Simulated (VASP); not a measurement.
# Au (I4/mmm) in VASP: single point with PBE

Aim: the single point of Au with PBE.

Everything below comes from runs of VASP 6.6.1. Logs are shortened: lines on timing, memory, paths and dates and some standing lists are left out, and cuts for length are marked.

### 1 The cell of the first run

Symmetry: I4/mmm, No. 139, tetragonal system. The conventional cell has a = 2.984 Å, b = 2.984 Å, c = 4.033 Å, α = 90.00°, β = 90.00°, γ = 90.00°. Within 3.8 Å of Au (site symmetry 4/mmm) lie 12 Au at 2.92 to 2.98 Å.

### 2 Single point, PBE (strain +0.015 along x and y, -0.030 along z)

The input, INCAR:

```
PREC = Accurate ; ENCUT = 520
EDIFF = 1E-6 ; ISMEAR = 0
SIGMA = 0.15 ; LREAL = F
LASPH = T ; NELM = 60
ALGO = Fast ; ISIF = 2
LWAVE = F ; LCHARG = F
GGA = PE ; NBANDS = 12
```

The input, KPOINTS:

```
Automatic mesh
0
Gamma
  24 24 24
```

The input, POSCAR:

```
Au
1.0
    0.0000000000      2.1102244230      2.0166676752
    2.1102244230      0.0000000000      2.0166676752
    2.1102244230      2.1102244230      0.0000000000
Au
1
Direct
    0.0000000000      0.0000000000      0.0000000000
```

Potentials or basis: VASP PAW PBE potentials, release 64 (Au).

On the command line:

```console
> cat potpaw_PBE.64/Au/POTCAR > POTCAR
> mpirun -np 1 vasp_std > vasp.out
```

OUTCAR:

```text
PREC = Accurate
   ENCUT = 520
   EDIFF = 1E-6
   ISMEAR = 0
   LREAL = F
   LASPH = T
   NELM = 60
   ISIF = 2
   GGA = PE

 ion  position               nearest neighbor table
   1  0.000  0.000  0.000-

  LATTYP: Found a body centered tetragonal cell.
 ALAT       =     2.9843079987
 C/A-ratio  =     1.3515144389

  Lattice vectors:

 A1 = (   0.0000000000,  -2.1102244230,  -2.0166676752)
 A2 = (   0.0000000000,   2.1102244230,  -2.0166676752)
 A3 = (   2.1102244230,   0.0000000000,   2.0166676752)

Analysis of symmetry for initial positions (statically):
=====================================================================
 Subroutine PRICEL returns:
 Original cell was already a primitive cell.

 Routine SETGRP: Setting up the symmetry group for a
 body centered tetragonal supercell.

 Subroutine GETGRP returns: Found 16 space group operations
 (whereof 16 operations were pure point group operations)
 out of a pool of 16 trial point group operations.

The static configuration has the point symmetry D_4h.

Analysis of symmetry for dynamics (positions and initial velocities):
=====================================================================
 Subroutine PRICEL returns:
 Original cell was already a primitive cell.

 Routine SETGRP: Setting up the symmetry group for a
 body centered tetragonal supercell.

 Subroutine GETGRP returns: Found 16 space group operations
 (whereof 16 operations were pure point group operations)
 out of a pool of 16 trial point group operations.

The dynamic configuration has the point symmetry D_4h.

 Subroutine INISYM returns: Found 16 space group operations
 (whereof 16 operations are pure point group operations),
 and found     1 'primitive' translations

----------------------------------------------------------------------------------------

                                     Primitive cell

  volume of cell :      17.9606

  direct lattice vectors                    reciprocal lattice vectors
     0.000000000  2.110224423  2.016667675    -0.236941623  0.236941623  0.247933760
     2.110224423  0.000000000  2.016667675     0.236941623 -0.236941623  0.247933760
     2.110224423  2.110224423  0.000000000     0.236941623  0.236941623 -0.247933760

  length of vectors
     2.918903155  2.918903155  2.984307999     0.416837876  0.416837876  0.416837876

  position of ions in fractional coordinates (direct lattice)
     0.000000000  0.000000000  0.000000000

  ion indices of the primitive-cell ions
   primitive index   ion index
                 1           1

----------------------------------------------------------------------------------------

 KPOINTS: Automatic mesh

Automatic generation of k-mesh.
 Grid dimensions read from file:
 generate k-points for:   24   24   24

 Generating k-lattice:

  Cartesian coordinates                     Fractional coordinates (reciprocal lattice)
    -0.009872568  0.009872568  0.010330573     0.041666667 -0.000000000  0.000000000
     0.009872568 -0.009872568  0.010330573    -0.000000000  0.041666667  0.000000000
     0.009872568  0.009872568 -0.010330573     0.000000000  0.000000000  0.041666667

  Length of vectors
     0.017368245  0.017368245  0.017368245

  Shift w.r.t. Gamma in fractional coordinates (k-lattice)
     0.000000000  0.000000000  0.000000000

 Subroutine IBZKPT returns following result:
 ===========================================

 Found   1063 irreducible k-points:

 Following reciprocal coordinates:
            Coordinates               Weight
  0.000000  0.000000  0.000000      1.000000
  0.041667  0.000000  0.000000      8.000000
  0.083333  0.000000  0.000000      8.000000
  0.125000 -0.000000  0.000000      8.000000
  0.166667 -0.000000  0.000000      8.000000
  0.208333 -0.000000  0.000000      8.000000
[... 16 lines left out ...]
  0.416667  0.041667  0.000000      8.000000
  0.458333  0.041667  0.000000      8.000000
 [... further k-points ...]
   k-points           NKPTS =   1063   k-points in BZ     NKDIM =   1063   number of bands    NBANDS=     12
   number of dos      NEDOS =    301   number of ions     NIONS =      1
   total plane-waves  NPLWV =  13824
   dimension x,y,z NGX =    24 NGY =   24 NGZ =   24
   dimension x,y,z NGXF=    48 NGYF=   48 NGZF=   48
   ions per type =               1
   NGX,Y,Z   is equivalent  to a cutoff of  13.67, 13.67, 13.37 a.u.
   NGXF,Y,Z  is equivalent  to a cutoff of  27.34, 27.34, 26.74 a.u.
 SYSTEM =  unknown system
   PREC   = accura    normal or accurate (medium, high low for compatibility)
   ISTART =      0    job   : 0-new  1-cont  2-samecut
   ICHARG =      2    charge: 1-file 2-atom 10-const
   ISPIN  =      1    spin polarized calculation?
   LNONCOLLINEAR =      F non collinear calculations
   LSORBIT =      F    spin-orbit coupling
   LASPH  =      T    aspherical Exc in radial PAW
   ENCUT  =  520.0 eV  38.22 Ry    6.18 a.u.   5.43  5.43  5.55*2*pi/ulx,y,z
   NELM   =     60;   NELMIN=  2; NELMDL= -5     # of ELM steps
   EDIFF  = 0.1E-05   stopping-criterion for ELM
   LREAL  =      F    real-space projection
[... 7 lines left out ...]
   TEBEG  =    0.0;   TEEND  =   0.0 temperature during run
   PSTRESS=    0.0 pullay stress
   NELECT =      11.0000    total number of electrons
   NUPDOWN=      -1.0000    fix difference up-down
   EMIN   =  10.00;   EMAX   =-10.00  energy-range for DOS
   EFERMI =   0.00;   METHOD = LEGACY
   ISMEAR =     0;   SIGMA  =   0.15  broadening in eV -4-tet -1-fermi 0-gaus
   EFERMI_NEDOS =   21; number of points for ismear=-14 and -15
   IALGO  =     68    algorithm
   IMIX   =      4    mixing-type and parameters
     AMIX     =   0.40;   BMIX     =  1.00
     AMIX_MAG =   1.60;   BMIX_MAG =  1.00
  volume/ion in A,a.u.               =      17.96       121.20
  Fermi-wavevector in a.u.,A,eV,Ry     =   1.390268  2.627226 26.297953  1.932845
  Thomas-Fermi vector in A             =   2.514219
   LORBIT       =      0    0 simple, 1 ext, 2 COOP (PROOUT), +10 PAW based schemes
   GGA     = PE    functional components
   LHFCALC =     F    Hartree Fock is set to
   AEXX    =    0.0000 exact exchange contribution
   IVDW    =     0    specifies the selected vdW correction
   LEPSILON=     F    determine dielectric tensor
   LRPA    =     F    only Hartree local field effects (RPA)
 non-spin polarized calculation
 RMM-DIIS sequential band-by-band and
 Gauss-broadening in eV      SIGMA  =   0.15
  energy-cutoff  :      520.00
  volume of cell :       17.96
 maximum number of plane-waves:       515
 NGX is ok and might be reduce to    24
   NGX = 11   NGY = 11   NGZ = 11

 number of electron      11.0000001 magnetization

 Free energy of the ion-electron system (eV)
  ---------------------------------------------------
  ext. energy  EPLUGINS =         0.00000000
  ---------------------------------------------------
  free energy    TOTEN  =        -3.22092992 eV

  energy without entropy =       -3.21763579  energy(sigma->0) =       -3.21928285

 E-fermi :   8.6222     XC(G=0): -12.4039

 val. band max:        8.6218327636   @ k =  -0.3333   0.1667   0.1250
 cond. band min:       8.6248684292   @ k =  -0.2917   0.2500   0.0000
 fundamental gap:      0.0030356656
 Fermi energy:         8.6221879831

 k-point     1 :       0.0000    0.0000    0.0000
  band No.  band energies     occupation
      1      -0.6894      2.00000
      2       4.0901      2.00000
      3       4.0901      2.00000
      4       4.4457      2.00000
      5       5.3789      2.00000
      6       5.7654      2.00000
      7      23.2349      0.00000
      8      26.6775      0.00000
      9      26.6775      0.00000
     10      27.3635      0.00000
     11      31.6771      0.00000
     12      35.1924      0.00000

 k-point     2 :       0.0417    0.0000    0.0000
  band No.  band energies     occupation
      1      -0.6313      2.00000
      2       4.0865      2.00000
      3       4.1099      2.00000
      4       4.4503      2.00000
      5       5.3730      2.00000
      6       5.7539      2.00000
      7      23.2989      0.00000
      8      26.3864      0.00000
      9      26.7415      0.00000
     10      27.2868      0.00000
     11      32.0422      0.00000
     12      34.4682      0.00000

 k-point     3 :       0.0833    0.0000    0.0000
  band No.  band energies     occupation
      1      -0.4594      2.00000
      2       4.0687      2.00000
      3       4.1640      2.00000
      4       4.4723      2.00000
      5       5.3610      2.00000
      6       5.7235      2.00000
      7      23.4628      0.00000
      8      25.4794      0.00000
      9      26.9270      0.00000
     10      27.3806      0.00000
     11      32.2593      0.00000
     12      33.8617      0.00000

 k-point     4 :       0.1250   -0.0000    0.0000
  band No.  band energies     occupation
      1      -0.1816      2.00000
      2       4.0308      2.00000
      3       4.2363      2.00000
      4       4.5206      2.00000
      5       5.3597      2.00000
      6       5.6871      2.00000
      7      23.5150      0.00000
      8      24.4316      0.00000
      9      27.2109      0.00000
     10      27.6319      0.00000
     11      31.2876      0.00000
     12      33.2046      0.00000

 k-point     5 :       0.1667   -0.0000    0.0000
  band No.  band energies     occupation
      1       0.1853      2.00000
      2       3.9907      2.00000
      3       4.2989      2.00000
      4       4.5818      2.00000
      5       5.3979      2.00000
      6       5.6676      2.00000
      7      22.5394      0.00000
      8      24.2351      0.00000
      9      27.5420      0.00000
     10      27.9380      0.00000
     11      30.3383      0.00000
     12      32.1175      0.00000

 k-point     6 :       0.2083   -0.0000    0.0000
  band No.  band energies     occupation
      1       0.6104      2.00000
      2       3.9913      2.00000
      3       4.3223      2.00000
      4       4.6247      2.00000
      5       5.5038      2.00000
      6       5.6949      2.00000
      7      21.0576      0.00000
      8      24.2865      0.00000
      9      27.8025      0.00000
     10      28.1801      0.00000
     11      29.8364      0.00000
     12      31.1879      0.00000

 k-point     7 :       0.2500   -0.0000    0.0000
  band No.  band energies     occupation
      1       1.0389      2.00000
      2       4.0982      2.00000
      3       4.2979      2.00000
      4       4.6247      2.00000
      5       5.6827      2.00000
      6       5.7886      2.00000
      7      19.4636      0.00000
      8      24.1346      0.00000
      9      27.7522      0.00000
     10      28.1921      0.00000
     11      29.8941      0.00000
     12      30.6818      0.00000

 k-point     8 :       0.2917   -0.0000    0.0000
  band No.  band energies     occupation
      1       1.3946      2.00000
      2       4.2399      2.00000
      3       4.3940      2.00000
      4       4.5840      2.00000
      5       5.9126      2.00000
      6       5.9405      2.00000
      7      17.8285      0.00000
      8      23.8025      0.00000
      9      27.2544      0.00000
     10      27.8784      0.00000
     11      30.4028      0.00000
     12      30.7414      0.00000
[... 166 lines left out ...]
 k-point    20 :       0.2917    0.0417    0.0000
  band No.  band energies     occupation
      1       1.3539      2.00000
      2       4.2204      2.00000
      3       4.2959      2.00000
      4       4.5923      2.00000
      5       5.7998      2.00000
      6       5.9724      2.00000
      7      18.3435      0.00000
      8      23.9040      0.00000
      9      26.4428      0.00000
     10      28.8112      0.00000
     11      30.0976      0.00000
     12      31.0419      0.00000

 k-point    21 :       0.3333    0.0417    0.0000
  band No.  band energies     occupation
      1       1.6204      2.00000
      2       4.2297      2.00000
      3       4.5031      2.00000
      4       4.6577      2.00000
      5       6.0452      2.00000
      6       6.2094      2.00000
      7      16.7081      0.00000
      8      23.5412      0.00000
      9      25.9378      0.00000
     10      28.0414      0.00000
     11      31.0179      0.00000
     12      31.2418      0.00000

 k-point    22 :       0.3750    0.0417    0.0000
  band No.  band energies     occupation
      1       1.7573      2.00000
      2       4.1599      2.00000
      3       4.4474      2.00000
      4       5.2286      2.00000
      5       6.3731      2.00000
      6       6.4345      2.00000
      7      15.1104      0.00000
      8      23.1887      0.00000
      9      25.4229      0.00000
     10      27.2601      0.00000
     11      31.5773      0.00000
     12      32.0717      0.00000

 k-point    23 :       0.4167    0.0417    0.0000
  band No.  band energies     occupation
      1       1.8086      2.00000
      2       4.0986      2.00000
      3       4.3855      2.00000
      4       5.7999      2.00000
      5       6.6179      2.00000
      6       6.8722      2.00000
      7      13.6046      0.00000
      8      22.9027      0.00000
      9      25.0077      0.00000
     10      26.5838      0.00000
     11      31.9291      0.00000
     12      32.6394      0.00000

 k-point    24 :       0.4583    0.0417    0.0000
  band No.  band energies     occupation
      1       1.8207      2.00000
      2       4.0540      2.00000
      3       4.3411      2.00000
      4       6.1561      2.00000
      5       6.7345      2.00000
      6       7.5905      2.00000
      7      12.2930      0.00000
      8      22.7110      0.00000
      9      24.7629      0.00000
     10      26.0655      0.00000
     11      32.2165      0.00000
     12      32.8446      0.00000

 [... further k-points ...]

------------------------ aborting loop because EDIFF is reached ----------------------------------------

  FORCE on cell =-STRESS in cart. coord.  units (eV):
  Direction    XX          YY          ZZ          XY          YZ          ZX
  --------------------------------------------------------------------------------------
  -------------------------------------------------------------------------------------
  Total       -0.0408407     -0.0408407      0.0757696      0.0000000      0.0000000      0.0000000
  in kB       -3.6431901     -3.6431901      6.7590232      0.0000000      0.0000000      0.0000000
  external PRESSURE =      -0.1757857 kB  Pullay stress =       0.0000000 kB

 VOLUME and BASIS-vectors are now :
 -----------------------------------------------------------------------------
  energy-cutoff  :      520.00
  volume of cell :       17.96
      direct lattice vectors                 reciprocal lattice vectors
     0.000000000  2.110224423  2.016667675    -0.236941623  0.236941623  0.247933760
     2.110224423  0.000000000  2.016667675     0.236941623 -0.236941623  0.247933760
     2.110224423  2.110224423  0.000000000     0.236941623  0.236941623 -0.247933760

 POSITION                                       TOTAL-FORCE (eV/Angst)
 -----------------------------------------------------------------------------------
      0.00000      0.00000      0.00000        -0.000000      0.000000      0.000000
 -----------------------------------------------------------------------------------
    total drift:                               -0.000000      0.000000      0.000000

  FREE ENERGIE OF THE ION-ELECTRON SYSTEM (eV)
  ---------------------------------------------------
  free  energy   TOTEN  =        -3.2209299202 eV

  energy  without entropy=       -3.2176357883  energy(sigma->0) =       -3.21928285
```

It took 2.1 min on 1 thread of Intel Xeon 8259CL, shared host; peak memory 0.33 GiB.

Results:

- Free energy: -3.2209 eV
- Pressure: 0.0 GPa
- Band gap on the k mesh: zero (an odd number of electrons rules out a gap without spin polarisation)

Stress tensor (GPa, compression positive):
```
-0.36  0.00  0.00
 0.00 -0.36  0.00
 0.00  0.00  0.68
```

Caveat: the cell differs from its parent crystal (strain +0.015 along x and y, -0.030 along z); spin-orbit coupling is left out, which moves the levels of the heavy elements.
